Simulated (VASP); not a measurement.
# HfB (Fm-3m) in VASP: a series of runs

The runs below take HfB through single point, with revPBE, BLYP, PBE.

Everything below comes from runs of VASP 6.6.1. Logs are shortened: lines on timing, memory, paths and dates and some standing lists are left out, and cuts for length are marked.

## Step 1: The cell of the first run

It takes space group Fm-3m (No. 225, cubic). The conventional cell has a = 4.620 Å, b = 4.620 Å, c = 4.620 Å, α = 90.00°, β = 90.00°, γ = 90.00°. Within 3.1 Å of Hf (site symmetry m-3m) lie 6 B at 2.31 Å. Within 3.1 Å of B (site symmetry m-3m) lie 6 Hf at 2.31 Å.

## Step 2: Single point, revPBE

The input, INCAR:

```
SYSTEM = HfB
  PREC = Accurate
  ENCUT = 520
  EDIFF = 1E-7
  ISMEAR = -1
  SIGMA = 0.05
  LREAL = .False.
  LASPH = .True.
  NELM = 60
  ALGO = Normal
  ISIF = 2
  LWAVE = .False.
  LCHARG = .False.
  GGA = RE
  NBANDS = 14
```

The input, KPOINTS:

```
regular mesh
0
Gamma
  10 10 10
  0 0 0
```

The input, POSCAR:

```
HfB
1.0
    0.0000000000      2.3100000000      2.3100000000
    2.3100000000      0.0000000000      2.3100000000
    2.3100000000      2.3100000000      0.0000000000
Hf B
1 1
Direct
    0.5000000000      0.5000000000      0.5000000000
    0.0000000000      0.0000000000      0.0000000000
```

Potentials or basis: VASP PAW PBE potentials, release 64 (Hf_pv, B).

On the command line:

```bash
$ cat potpaw_PBE.64/Hf_pv/POTCAR potpaw_PBE.64/B/POTCAR > POTCAR
$ mpirun -np 1 vasp_std > vasp.out
```

OUTCAR:

```text
SYSTEM = HfB
   PREC = Accurate
   ENCUT = 520
   EDIFF = 1E-7
   ISMEAR = -1
   LREAL = .False.
   LASPH = .True.
   NELM = 60
   ISIF = 2
   GGA = RE

 ion  position               nearest neighbor table
   1  0.500  0.500  0.500-   2 2.31   2 2.31   2 2.31   2 2.31   2 2.31   2 2.31
   2  0.000  0.000  0.000-   1 2.31   1 2.31   1 2.31   1 2.31   1 2.31   1 2.31

  LATTYP: Found a face centered cubic cell.
 ALAT       =     4.6200000000

  Lattice vectors:

 A1 = (   0.0000000000,   2.3100000000,   2.3100000000)
 A2 = (   2.3100000000,   0.0000000000,   2.3100000000)
 A3 = (   2.3100000000,   2.3100000000,   0.0000000000)

Analysis of symmetry for initial positions (statically):
=====================================================================
 Subroutine PRICEL returns:
 Original cell was already a primitive cell.

 Routine SETGRP: Setting up the symmetry group for a
 face centered cubic supercell.

 Subroutine GETGRP returns: Found 48 space group operations
 (whereof 48 operations were pure point group operations)
 out of a pool of 48 trial point group operations.

The static configuration has the point symmetry O_h .

Analysis of symmetry for dynamics (positions and initial velocities):
=====================================================================
 Subroutine PRICEL returns:
 Original cell was already a primitive cell.

 Routine SETGRP: Setting up the symmetry group for a
 face centered cubic supercell.

 Subroutine GETGRP returns: Found 48 space group operations
 (whereof 48 operations were pure point group operations)
 out of a pool of 48 trial point group operations.

The dynamic configuration has the point symmetry O_h .

 Subroutine INISYM returns: Found 48 space group operations
 (whereof 48 operations are pure point group operations),
 and found     1 'primitive' translations

----------------------------------------------------------------------------------------

                                     Primitive cell

  volume of cell :      24.6528

  direct lattice vectors                    reciprocal lattice vectors
     0.000000000  2.310000000  2.310000000    -0.216450216  0.216450216  0.216450216
     2.310000000  0.000000000  2.310000000     0.216450216 -0.216450216  0.216450216
     2.310000000  2.310000000  0.000000000     0.216450216  0.216450216 -0.216450216

  length of vectors
     3.266833329  3.266833329  3.266833329     0.374902772  0.374902772  0.374902772

  position of ions in fractional coordinates (direct lattice)
     0.500000000  0.500000000  0.500000000
     0.000000000  0.000000000  0.000000000

  ion indices of the primitive-cell ions
   primitive index   ion index
                 1           1
                 2           2

----------------------------------------------------------------------------------------

 KPOINTS: regular mesh

Automatic generation of k-mesh.
 Grid dimensions read from file:
 generate k-points for:   10   10   10

 Generating k-lattice:

  Cartesian coordinates                     Fractional coordinates (reciprocal lattice)
    -0.021645022  0.021645022  0.021645022     0.100000000  0.000000000  0.000000000
     0.021645022 -0.021645022  0.021645022     0.000000000  0.100000000  0.000000000
     0.021645022  0.021645022 -0.021645022     0.000000000  0.000000000  0.100000000

  Length of vectors
     0.037490277  0.037490277  0.037490277

  Shift w.r.t. Gamma in fractional coordinates (k-lattice)
     0.000000000  0.000000000  0.000000000

 Subroutine IBZKPT returns following result:
 ===========================================

 Found     47 irreducible k-points:

 Following reciprocal coordinates:
            Coordinates               Weight
  0.000000  0.000000  0.000000      1.000000
  0.100000  0.000000  0.000000      8.000000
  0.200000  0.000000  0.000000      8.000000
  0.300000  0.000000  0.000000      8.000000
  0.400000  0.000000  0.000000      8.000000
  0.500000  0.000000  0.000000      4.000000
[... 16 lines left out ...]
  0.300000  0.300000  0.000000      6.000000
  0.400000  0.300000  0.000000     24.000000
 [... further k-points ...]
   k-points           NKPTS =     47   k-points in BZ     NKDIM =     47   number of bands    NBANDS=     14
   number of dos      NEDOS =    301   number of ions     NIONS =      2
   total plane-waves  NPLWV =  13824
   dimension x,y,z NGX =    24 NGY =   24 NGZ =   24
   dimension x,y,z NGXF=    48 NGYF=   48 NGZF=   48
   ions per type =               1   1
   NGX,Y,Z   is equivalent  to a cutoff of  12.21, 12.21, 12.21 a.u.
   NGXF,Y,Z  is equivalent  to a cutoff of  24.43, 24.43, 24.43 a.u.
 SYSTEM =  HfB
   PREC   = accura    normal or accurate (medium, high low for compatibility)
   ISTART =      0    job   : 0-new  1-cont  2-samecut
   ICHARG =      2    charge: 1-file 2-atom 10-const
   ISPIN  =      1    spin polarized calculation?
   LNONCOLLINEAR =      F non collinear calculations
   LSORBIT =      F    spin-orbit coupling
   LASPH  =      T    aspherical Exc in radial PAW
   ENCUT  =  520.0 eV  38.22 Ry    6.18 a.u.   6.07  6.07  6.07*2*pi/ulx,y,z
   NELM   =     60;   NELMIN=  2; NELMDL= -5     # of ELM steps
   EDIFF  = 0.1E-06   stopping-criterion for ELM
   LREAL  =      F    real-space projection
   EDIFFG = 0.1E-05   stopping-criterion for IOM
   NSW    =      0    number of steps for IOM
   IBRION =     -1    ionic relax: 0-MD 1-quasi-New 2-CG
   NFREE  =      0    steps in history (QN), initial steepest desc. (CG)
   ISIF   =      2    stress and relaxation
   ISYM   =      2    0-nonsym 1-usesym 2-fastsym
   POTIM  = 0.5000    time-step for ionic-motion
   TEBEG  =    0.0;   TEEND  =   0.0 temperature during run
   PSTRESS=    0.0 pullay stress
   NELECT =      13.0000    total number of electrons
   NUPDOWN=      -1.0000    fix difference up-down
   EMIN   =  10.00;   EMAX   =-10.00  energy-range for DOS
   EFERMI =   0.00;   METHOD = LEGACY
   ISMEAR =    -1;   SIGMA  =   0.05  broadening in eV -4-tet -1-fermi 0-gaus
   EFERMI_NEDOS =   21; number of points for ismear=-14 and -15
   IALGO  =     38    algorithm
   IMIX   =      4    mixing-type and parameters
     AMIX     =   0.40;   BMIX     =  1.00
     AMIX_MAG =   1.60;   BMIX_MAG =  1.00
  volume/ion in A,a.u.               =      12.33        83.18
  Fermi-wavevector in a.u.,A,eV,Ry     =   1.322617  2.499383 23.800871  1.749315
  Thomas-Fermi vector in A             =   2.452285
   LORBIT       =      0    0 simple, 1 ext, 2 COOP (PROOUT), +10 PAW based schemes
   GGA     = RE    functional components
   LHFCALC =     F    Hartree Fock is set to
   AEXX    =    0.0000 exact exchange contribution
   IVDW    =     0    specifies the selected vdW correction
   LEPSILON=     F    determine dielectric tensor
   LRPA    =     F    only Hartree local field effects (RPA)
 non-spin polarized calculation
  energy-cutoff  :      520.00
  volume of cell :       24.65
 maximum number of plane-waves:       678
   NGX = 13   NGY = 13   NGZ = 13

 number of electron      13.0000002 magnetization

 Free energy of the ion-electron system (eV)
  ---------------------------------------------------
  ext. energy  EPLUGINS =         0.00000000
  ---------------------------------------------------
  free energy    TOTEN  =       -16.51353739 eV

  energy without entropy =      -16.50219553  energy(sigma->0) =      -16.50786646

 E-fermi :   5.1844     XC(G=0): -12.2715

 val. band max:        5.1634158397   @ k =  -0.2000   0.1000   0.0000
 cond. band min:       5.1944927497   @ k =   0.5000   0.3000   0.1000
 fundamental gap:      0.0310769100
 Fermi energy:         5.1843639385

 k-point     1 :       0.0000    0.0000    0.0000
  band No.  band energies     occupation
      1     -23.1124      2.00000
      2     -23.1124      2.00000
      3     -23.1124      2.00000
      4      -4.4027      2.00000
      5       7.4192      0.00000
      6       7.4192      0.00000
      7       7.4192      0.00000
      8       9.1637      0.00000
      9       9.1637      0.00000
     10       9.1637      0.00000
     11       9.4350      0.00000
     12       9.4350      0.00000
     13      16.8451      0.00000
     14      18.2029      0.00000

 k-point     2 :       0.1000    0.0000    0.0000
  band No.  band energies     occupation
      1     -23.1868      2.00000
      2     -23.1199      2.00000
      3     -23.1199      2.00000
      4      -4.1146      2.00000
      5       6.5000      0.00000
      6       7.0409      0.00000
      7       7.0409      0.00000
      8       8.1428      0.00000
      9       8.1428      0.00000
     10       9.6233      0.00000
     11      11.4164      0.00000
     12      11.4164      0.00000
     13      17.5810      0.00000
     14      18.5252      0.00000

 k-point     3 :       0.2000    0.0000    0.0000
  band No.  band energies     occupation
      1     -23.3764      2.00000
      2     -23.1394      2.00000
      3     -23.1394      2.00000
      4      -3.3086      2.00000
      5       4.9650      1.97545
      6       5.7453      0.00003
      7       5.7453      0.00003
      8       8.7307      0.00000
      9       8.7307      0.00000
     10      10.1203      0.00000
     11      13.8095      0.00000
     12      13.8095      0.00000
     13      18.9202      0.00000
     14      19.5064      0.00000
[... 324 lines left out ...]
 k-point    23 :       0.3000    0.3000    0.0000
  band No.  band energies     occupation
      1     -23.5605      2.00000
      2     -23.2825      2.00000
      3     -23.2825      2.00000
      4      -1.9192      2.00000
      5       3.0615      2.00000
      6       4.9655      1.97519
      7       6.8962      0.00000
      8       6.8962      0.00000
      9      10.6548      0.00000
     10      13.0968      0.00000
     11      13.0968      0.00000
     12      16.7253      0.00000
     13      20.1034      0.00000
     14      20.5157      0.00000

 k-point    24 :       0.4000    0.3000    0.0000
  band No.  band energies     occupation
      1     -23.6548      2.00000
      2     -23.3325      2.00000
      3     -23.3097      2.00000
      4      -1.4610      2.00000
      5       3.0399      2.00000
      6       4.4270      2.00000
      7       6.5559      0.00000
      8       7.3730      0.00000
      9      11.5683      0.00000
     10      13.2185      0.00000
     11      13.4899      0.00000
     12      17.6793      0.00000
     13      18.1378      0.00000
     14      20.4627      0.00000

 [... further k-points ...]
[... 5 lines left out ...]
  --------------------------------------------------------------------------------------
  -------------------------------------------------------------------------------------
  Total        5.1233990      5.1233990      5.1233990      0.0000000      0.0000000      0.0000000
  in kB      332.9682536    332.9682536    332.9682536      0.0000000      0.0000000      0.0000000
  external PRESSURE =     332.9682536 kB  Pullay stress =       0.0000000 kB

 VOLUME and BASIS-vectors are now :
 -----------------------------------------------------------------------------
  energy-cutoff  :      520.00
  volume of cell :       24.65
      direct lattice vectors                 reciprocal lattice vectors
     0.000000000  2.310000000  2.310000000    -0.216450216  0.216450216  0.216450216
     2.310000000  0.000000000  2.310000000     0.216450216 -0.216450216  0.216450216
     2.310000000  2.310000000  0.000000000     0.216450216  0.216450216 -0.216450216

 POSITION                                       TOTAL-FORCE (eV/Angst)
 -----------------------------------------------------------------------------------
      2.31000      2.31000      2.31000        -0.000000      0.000000      0.000000
      0.00000      0.00000      0.00000         0.000000     -0.000000     -0.000000
 -----------------------------------------------------------------------------------
    total drift:                               -0.000000     -0.000000      0.000000

  FREE ENERGIE OF THE ION-ELECTRON SYSTEM (eV)
  ---------------------------------------------------
  free  energy   TOTEN  =       -16.5135373872 eV

  energy  without entropy=      -16.5021955323  energy(sigma->0) =      -16.50786646
```

It took 19 s on 1 thread of Intel Xeon 8259CL, shared host; peak memory 0.15 GiB.

What came out:

- Free energy: -16.5135 eV
- Pressure: 33.3 GPa

Levels at points of the mesh, in eV from the Fermi level:
```tsv
k point	band 4	band 5	band 6	band 7	band 8	band 9	band 10	band 11
(0.00, 0.00, 0.00)	-9.59	2.23	2.23	2.23	3.98	3.98	3.98	4.25
(0.50, 0.00, 0.00)	-5.00	-4.10	-1.35	-1.35	6.59	6.59	7.64	8.44
(0.50, 0.50, 0.00)	-6.76	-1.08	-0.91	2.38	2.38	6.28	7.96	7.96
```

Caveat: the PAW data sets were made with another functional, which shifts forces and pressure a little; spin-orbit coupling is left out, which moves the levels of the heavy elements.

## Step 3: Single point, BLYP

The input, INCAR:

```
AGGAC = 1.0
AGGAX = 1.0
ALDAC = 0.0
ALDAX = 1.0
ALGO = Normal
EDIFF = 1E-7
ENCUT = 520
GGA = B5
ISIF = 2
ISMEAR = -1
LASPH = T
LCHARG = F
LREAL = F
LWAVE = F
NBANDS = 14
NELM = 60
PREC = Accurate
SIGMA = 0.05
```

The input, KPOINTS:

```
k-points
0
Gamma
  10 10 10
```

POSCAR is that of step 2.

Potentials or basis: VASP PAW PBE potentials, release 64 (Hf_pv, B).

On the command line:

```bash
$ cat potpaw_PBE.64/Hf_pv/POTCAR potpaw_PBE.64/B/POTCAR > POTCAR
$ mpirun -np 1 vasp_std > vasp.out
```

Run time: 34 s. Hardware: 1 thread of Intel Xeon 8259CL, shared host; peak memory 0.15 GiB.

The run converged. Its results:

* Free energy: -15.0608 eV
* Pressure: 38.1 GPa

Levels at points of the mesh, in eV from the Fermi level:
```tsv
k point	band 3	band 4	band 5	band 6	band 7	band 8	band 9	band 10	band 11	band 12
(0.00, 0.00, 0.00)	-28.29	-9.41	2.22	2.22	2.22	3.88	3.88	3.88	4.18	4.18
(0.50, 0.00, 0.00)	-28.37	-4.86	-3.99	-1.40	-1.40	6.42	6.42	7.51	8.77	14.31
(0.50, 0.50, 0.00)	-28.55	-6.73	-0.97	-0.72	2.39	2.39	6.14	7.76	7.76	9.52
```

Caveat: the PAW data sets were made with another functional, which shifts forces and pressure a little; spin-orbit coupling is left out, which moves the levels of the heavy elements.

## Step 4: Single point, PBE

The input, INCAR:

```
ALGO = Normal
EDIFF = 1E-6
ENCUT = 520
GGA = PE
ISIF = 2
ISMEAR = 0
LASPH = T
LCHARG = F
LREAL = F
LWAVE = F
NBANDS = 14
NELM = 80
PREC = Accurate
SIGMA = 0.012
```

KPOINTS is that of step 3.

POSCAR is that of step 3.

Potentials or basis: VASP PAW PBE potentials, release 64 (Hf_pv, B).

On the command line:

```bash
$ cat potpaw_PBE.64/Hf_pv/POTCAR potpaw_PBE.64/B/POTCAR > POTCAR
$ mpirun -np 1 vasp_std > vasp.out
```

OUTCAR:

```text
EDIFF = 1E-6
   ENCUT = 520
   GGA = PE
   ISIF = 2
   ISMEAR = 0
   LASPH = T
   LREAL = F
   NELM = 80
   PREC = Accurate

 ion  position               nearest neighbor table
   1  0.500  0.500  0.500-   2 2.31   2 2.31   2 2.31   2 2.31   2 2.31   2 2.31
   2  0.000  0.000  0.000-   1 2.31   1 2.31   1 2.31   1 2.31   1 2.31   1 2.31

  LATTYP: Found a face centered cubic cell.
 ALAT       =     4.6200000000

  Lattice vectors:

 A1 = (   0.0000000000,   2.3100000000,   2.3100000000)
 A2 = (   2.3100000000,   0.0000000000,   2.3100000000)
 A3 = (   2.3100000000,   2.3100000000,   0.0000000000)

Analysis of symmetry for initial positions (statically):
=====================================================================
 Subroutine PRICEL returns:
 Original cell was already a primitive cell.

 Routine SETGRP: Setting up the symmetry group for a
 face centered cubic supercell.

 Subroutine GETGRP returns: Found 48 space group operations
 (whereof 48 operations were pure point group operations)
 out of a pool of 48 trial point group operations.

The static configuration has the point symmetry O_h .

Analysis of symmetry for dynamics (positions and initial velocities):
[... 166 lines left out ...]
 k-point     1 :       0.0000    0.0000    0.0000
  band No.  band energies     occupation
      1     -23.1633      2.00000
      2     -23.1633      2.00000
      3     -23.1633      2.00000
      4      -4.4552      2.00000
      5       7.3313      0.00000
      6       7.3313      0.00000
      7       7.3313      0.00000
      8       9.0648      0.00000
      9       9.0648      0.00000
     10       9.0648      0.00000
     11       9.3561      0.00000
     12       9.3561      0.00000
     13      16.8065      0.00000
     14      18.1245      0.00000
[... 377 lines left out ...]
      1     -23.7076      2.00000
      2     -23.3842      2.00000
      3     -23.3614      2.00000
      4      -1.5104      2.00000
      5       2.9671      2.00000
      6       4.3495      2.00000
      7       6.4706      0.00000
      8       7.2874      0.00000
      9      11.4871      0.00000
     10      13.1157      0.00000
     11      13.3879      0.00000
     12      17.5911      0.00000
     13      18.0569      0.00000
     14      20.3483      0.00000

 [... further k-points ...]
[... 5 lines left out ...]
  --------------------------------------------------------------------------------------
  -------------------------------------------------------------------------------------
  Total        4.6414144      4.6414144      4.6414144      0.0000000     -0.0000000     -0.0000000
  in kB      301.6442076    301.6442076    301.6442076      0.0000000     -0.0000000     -0.0000000
  external PRESSURE =     301.6442076 kB  Pullay stress =       0.0000000 kB

 VOLUME and BASIS-vectors are now :
 -----------------------------------------------------------------------------
  energy-cutoff  :      520.00
  volume of cell :       24.65
      direct lattice vectors                 reciprocal lattice vectors
     0.000000000  2.310000000  2.310000000    -0.216450216  0.216450216  0.216450216
     2.310000000  0.000000000  2.310000000     0.216450216 -0.216450216  0.216450216
     2.310000000  2.310000000  0.000000000     0.216450216  0.216450216 -0.216450216

 POSITION                                       TOTAL-FORCE (eV/Angst)
 -----------------------------------------------------------------------------------
      2.31000      2.31000      2.31000         0.000000      0.000000     -0.000000
      0.00000      0.00000      0.00000        -0.000000     -0.000000      0.000000
 -----------------------------------------------------------------------------------
    total drift:                                0.000000     -0.000000      0.000000

  FREE ENERGIE OF THE ION-ELECTRON SYSTEM (eV)
  ---------------------------------------------------
  free  energy   TOTEN  =       -17.1428430482 eV

  energy  without entropy=      -17.1426328202  energy(sigma->0) =      -17.14273793
```

Wall time 20 s (1 thread of Intel Xeon 8259CL, shared host); peak memory 0.15 GiB.

Results:

| Property | Result |
| --- | --- |
| Free energy | -17.1428 eV |
| Pressure | 30.2 GPa |

Caveat: spin-orbit coupling is left out, which moves the levels of the heavy elements.

## Step 5: Overview

```csv
level,smearing,gap on the mesh (eV),pressure (GPa)
revPBE,fermi-dirac 0.05 eV,none,33.3
BLYP,fermi-dirac 0.05 eV,none,38.1
PBE,gaussian 0.012 eV,none,30.2
```

Alike in all rows: task single point; potentials or basis VASP PAW PBE potentials, release 64 (Hf_pv, B); no spin polarisation; cell as given; k mesh 10 × 10 × 10; cutoff (eV) 520.

Every run on the cell as given and a fine mesh finds a metal. The pressure there spans 30.2 GPa (PBE) to 38.1 GPa (BLYP); a positive pressure means that this level wants a larger cell, a negative one a smaller.

Caveats: spin-orbit coupling is left out, which moves the levels of the heavy elements; the PAW data sets were made with another functional, which shifts forces and pressure a little (some runs).

Total energies depend on the potentials used, so only differences within one code and one set of settings carry meaning.
